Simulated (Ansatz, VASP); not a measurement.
# One calculation of BN, two programs

```
B N
1.0
     2.77823    0.00000    0.00000
    -1.38911    2.40602    0.00000
     0.00000    0.00000    4.52427
B N
2 2
Direct
  0.66667 0.33333 0.49911
  0.33333 0.66667 0.99911
  0.66667 0.33333 0.87589
  0.33333 0.66667 0.37589
```

Alike in both runs: task single point; functional r2SCAN; k mesh 6 × 6 × 4; occupations gaussian, width 0.1 eV; no spin polarisation.

|  | VASP | Ansatz |
| --- | --- | --- |
| version | VASP 6.6.1 | Ansatz 0.2.0 |
| potentials or method | VASP PAW PBE potentials, release 64 (B, N), cutoff 520 eV | scalar-relativistic, plane waves, PAW |
| valence electrons in the cell | 16 | 16 |

|  | VASP | Ansatz | Ansatz less VASP |
| --- | --- | --- | --- |
| gap on the k mesh at the Fermi level (eV) | 6.07 | 6.08 | +0.016 |
| least direct gap on the mesh (eV) | 7.03 | 7.01 | -0.021 |
| rms of the force components (eV/Å) | 0.074 | 0.074 | +0.0001 |

VASP's potentials were made for PBE, not for r2SCAN. Atom by atom the forces differ by 0.000 eV/Å (rms over components).

The k mesh is coarse, so the values compare programs but aren't converged.
